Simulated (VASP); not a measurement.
# BiS in VASP: a series of runs, part 2 of 2

VASP 6.6.1. Earlier steps stand in the parts before.

### Step 3. Single point, PBE (atom 2 (S) moved 0.08 Å along z)

Contents of INCAR:

```
SYSTEM = BiS
ALGO = Normal ; EDIFF = 1E-6
ENCUT = 520 ; GGA = PE
ISIF = 2 ; ISMEAR = 0
LASPH = .True. ; LCHARG = .False.
LREAL = .False. ; LWAVE = .False.
NBANDS = 18 ; NELM = 80
PREC = Accurate ; SIGMA = 0.05
```

Contents of KPOINTS:

```
k-points
0
Gamma
  10 10 10
  0 0 0
```

Contents of POSCAR:

```
BiS
1.0
    3.5798271504      0.0000000000      0.0000000000
    0.0000000000      3.5798271504      0.0000000000
    0.0000000000      0.0000000000      3.5798271504
Bi S
1 1
Direct
    0.0000000000      0.0000000000      0.0000000000
    0.5000000000      0.5000000000      0.5223474477
```

Potentials or basis: VASP PAW PBE potentials, release 64 (Bi_d, S).

On the command line:

```bash
cat potpaw_PBE.64/Bi_d/POTCAR potpaw_PBE.64/S/POTCAR > POTCAR
mpirun -np 1 vasp_std > vasp.out
```

Run time: 31 s. Hardware: 1 thread of Intel Xeon 6975P-C (Granite Rapids), shared host; peak memory 0.22 GiB.

Results (log left out):

| Quantity | Value |
| --- | --- |
| Free energy | -7.9624 eV |
| Pressure | 0.0 GPa |
| Largest force | 0.003 eV/Å |

Forces on the atoms (eV/Å):
```
Bi   0.000  0.000 -0.003
S    0.000  0.000  0.003
```

Levels at points of the mesh, in eV from the Fermi level:
| k point | band 6 | band 7 | band 8 | band 9 | band 10 | band 11 | band 12 | band 13 | band 14 | band 15 |
| --- | --- | --- | --- | --- | --- | --- | --- | --- | --- | --- |
| (0.00, 0.00, 0.00) | -15.36 | -9.36 | -3.24 | -3.24 | -3.21 | 3.52 | 3.74 | 4.37 | 4.37 | 4.60 |
| (0.50, 0.00, 0.00) | -13.40 | -12.25 | -1.96 | -1.96 | -1.84 | -1.64 | 1.54 | 1.56 | 5.33 | 7.27 |
| (0.00, 0.00, 0.50) | -13.45 | -12.19 | -2.04 | -1.86 | -1.86 | -1.70 | 1.57 | 1.57 | 5.32 | 7.30 |
| (0.50, 0.50, 0.00) | -12.57 | -10.80 | -6.39 | -6.39 | -1.56 | 2.36 | 2.36 | 3.26 | 5.79 | 7.54 |
| (0.00, 0.50, 0.50) | -12.58 | -10.81 | -6.37 | -6.37 | -1.57 | 2.34 | 2.35 | 3.26 | 5.79 | 7.53 |
| (0.50, 0.50, 0.50) | -12.21 | -9.67 | -4.04 | -4.04 | -3.97 | -2.84 | -2.77 | -2.77 | 12.58 | 12.58 |

Caveat: the cell differs from its parent crystal (atom 2 (S) moved 0.08 Å along z); spin-orbit coupling is left out, which moves the levels of the heavy elements.

### Step 4. Single point, PBE

This run uses another cell than the first one, of 23.17 Å³/atom, 1.010 times its volume.

Contents of INCAR:

```
SYSTEM = BiS
ALGO = Normal
EDIFF = 1E-7
ENCUT = 520
GGA = PE
ISIF = 2
ISMEAR = 0
LASPH = .TRUE.
LCHARG = .FALSE.
LREAL = .FALSE.
LWAVE = .FALSE.
NBANDS = 18
NELM = 100
PREC = Accurate
SIGMA = 0.05
```

Contents of KPOINTS:

```
k-points
0
G
  10 10 10
  0 0 0
```

Contents of POSCAR:

```
BiS
1.0
    3.6156254219      0.0000000000      0.0000000000
    0.0000000000      3.5798271504      0.0000000000
    0.0000000000      0.0000000000      3.5798271504
Bi S
1 1
Direct
    0.0000000000      0.0000000000      0.0000000000
    0.5000000000      0.5000000000      0.5000000000
```

Potentials or basis: VASP PAW PBE potentials, release 64 (Bi_d, S).

On the command line:

```bash
cat potpaw_PBE.64/Bi_d/POTCAR potpaw_PBE.64/S/POTCAR > POTCAR
mpirun -np 1 vasp_std > vasp.out
```

OUTCAR:

```text
SYSTEM = BiS
   EDIFF = 1E-7
   ENCUT = 520
   GGA = PE
   ISIF = 2
   ISMEAR = 0
   LASPH = .TRUE.
   LREAL = .FALSE.
   NELM = 100
   PREC = Accurate

 ion  position               nearest neighbor table
   1  0.000  0.000  0.000-   2 3.11   2 3.11   2 3.11   2 3.11   2 3.11   2 3.11   2 3.11   2 3.11

   2  0.500  0.500  0.500-   1 3.11   1 3.11   1 3.11   1 3.11   1 3.11   1 3.11   1 3.11   1 3.11

  LATTYP: Found a simple tetragonal cell.
 ALAT       =     3.5798271504
 C/A-ratio  =     1.0100000000

  Lattice vectors:

 A1 = (   0.0000000000,   3.5798271504,   0.0000000000)
[... 675 lines left out ...]
      6      -4.5984      2.00000
[... 10 lines left out ...]
     17      17.7242      0.00000
     18      19.2311      0.00000

 [... further k-points ...]
[... 5 lines left out ...]
  --------------------------------------------------------------------------------------
  -------------------------------------------------------------------------------------
  Total       -0.3893537     -0.1479912     -0.1479912     -0.0000000      0.0000000      0.0000000
  in kB      -13.4631721     -5.1172765     -5.1172765     -0.0000000      0.0000000      0.0000000
  external PRESSURE =      -7.8992417 kB  Pullay stress =       0.0000000 kB

 VOLUME and BASIS-vectors are now :
 -----------------------------------------------------------------------------
  energy-cutoff  :      520.00
  volume of cell :       46.33
      direct lattice vectors                 reciprocal lattice vectors
     3.615625422  0.000000000  0.000000000     0.276577323  0.000000000  0.000000000
     0.000000000  3.579827150  0.000000000     0.000000000  0.279343096  0.000000000
     0.000000000  0.000000000  3.579827150     0.000000000  0.000000000  0.279343096

 POSITION                                       TOTAL-FORCE (eV/Angst)
 -----------------------------------------------------------------------------------
      0.00000      0.00000      0.00000         0.000000      0.000000      0.000000
      1.80781      1.78991      1.78991         0.000000      0.000000      0.000000
 -----------------------------------------------------------------------------------
    total drift:                               -0.000000      0.000000      0.000000

  FREE ENERGIE OF THE ION-ELECTRON SYSTEM (eV)
  ---------------------------------------------------
  free  energy   TOTEN  =        -7.9603411783 eV

  energy  without entropy=       -7.9594952409  energy(sigma->0) =       -7.95991821
```

OSZICAR:

```text
N       E                     dE             d eps       ncg     rms          rms(c)
DAV:   1     0.167181119470E+03    0.16718E+03   -0.10433E+04  4568   0.126E+03
DAV:   2     0.481318278727E+01   -0.16237E+03   -0.15768E+03  4796   0.340E+02
DAV:   3    -0.808611456014E+01   -0.12899E+02   -0.12731E+02  5640   0.957E+01
DAV:   4    -0.840881750766E+01   -0.32270E+00   -0.32223E+00  5708   0.154E+01
DAV:   5    -0.841942876232E+01   -0.10611E-01   -0.10610E-01  6602   0.273E+00    0.552E+00
DAV:   6    -0.796208961791E+01    0.45734E+00   -0.14601E+00  6336   0.634E+00    0.351E+00
DAV:   7    -0.796341367701E+01   -0.13241E-02   -0.11467E-01  5170   0.167E+00    0.181E+00
DAV:   8    -0.796074794302E+01    0.26657E-02   -0.14066E-02  5176   0.850E-01    0.127E-01
DAV:   9    -0.796029661153E+01    0.45133E-03   -0.26213E-03  6434   0.264E-01    0.954E-02
DAV:  10    -0.796034821360E+01   -0.51602E-04   -0.21460E-04  5094   0.783E-02    0.630E-02
DAV:  11    -0.796034178279E+01    0.64308E-05   -0.26271E-05  5612   0.381E-02    0.113E-02
DAV:  12    -0.796034154546E+01    0.23733E-06   -0.68268E-07  6158   0.481E-03    0.743E-03
DAV:  13    -0.796034108132E+01    0.46414E-06   -0.22510E-07  4228   0.266E-03    0.889E-04
DAV:  14    -0.796034117833E+01   -0.97006E-07   -0.18994E-08  3008   0.778E-04
   1 F= -.79603412E+01 E0= -.79599182E+01  d E =-.845937E-03
```

Run time: 36 s. Hardware: 1 thread of Intel Xeon 6975P-C (Granite Rapids), shared host; peak memory 0.22 GiB.

What came out:

```yaml
Free_energy: -7.9603 eV
Pressure: -0.8 GPa
```

Caveat: spin-orbit coupling is left out, which moves the levels of the heavy elements.

### Step 5. Single point, PBE (volume scaled by 0.945)

Contents of INCAR:

```
SYSTEM = BiS
  PREC = Accurate
  ENCUT = 520
  EDIFF = 1E-7
  ISMEAR = 0
  SIGMA = 0.05
  LREAL = .FALSE.
  LASPH = .TRUE.
  NELM = 60
  ALGO = Normal
  ISIF = 2
  LWAVE = .FALSE.
  LCHARG = .FALSE.
  GGA = PE
  NBANDS = 18
```

Contents of KPOINTS:

```
Automatic mesh
0
G
  10 10 10
  0 0 0
```

Contents of POSCAR:

```
BiS
1.0
    3.5129555964      0.0000000000      0.0000000000
    0.0000000000      3.5129555964      0.0000000000
    0.0000000000      0.0000000000      3.5129555964
Bi S
1 1
Direct
    0.0000000000      0.0000000000      0.0000000000
    0.5000000000      0.5000000000      0.5000000000
```

On the command line:

```bash
cat potpaw_PBE.64/Bi_d/POTCAR potpaw_PBE.64/S/POTCAR > POTCAR
mpirun -np 1 vasp_std > vasp.out
```

It took 32 s on 1 thread of Intel Xeon Platinum 8375C at 2.90GHz (Ice Lake), shared host; peak memory 0.18 GiB.

Results (log left out):

| Property | Result |
| --- | --- |
| Free energy | -7.9271 eV |
| Pressure | 4.6 GPa |

Levels at points of the mesh, in eV from the Fermi level:
```
           k point  band 8  band 9  band 10  band 11  band 12  band 13
(0.00, 0.00, 0.00)   -3.45   -3.45    -3.45     3.57     3.57     4.75
(0.50, 0.00, 0.00)   -1.95   -1.95    -1.90    -1.76     1.58     1.58
(0.50, 0.50, 0.00)   -6.82   -6.82    -1.67     2.51     2.51     3.55
(0.50, 0.50, 0.50)   -4.26   -4.26    -4.26    -3.09    -3.09    -3.09
```

Caveat: the cell differs from its parent crystal (volume scaled by 0.945); spin-orbit coupling is left out, which moves the levels of the heavy elements.

### Step 6. Summary

```tsv
cell	gap on the mesh (eV)	pressure (GPa)
a = 3.580 Å, 2 atoms	none	0.0
a = 3.616, b = 3.580, c = 3.580 Å, 2 atoms	none	-0.8
a = 3.513 Å, 2 atoms	none	4.6
```

Alike in all rows: task single point; level PBE; potentials or basis VASP PAW PBE potentials, release 64 (Bi_d, S); no spin polarisation; k mesh 10 × 10 × 10; cutoff (eV) 520; smearing gaussian 0.05 eV.

Caveats: spin-orbit coupling is left out, which moves the levels of the heavy elements.

Total energies depend on the potentials used, so only differences within one code and one set of settings carry meaning.
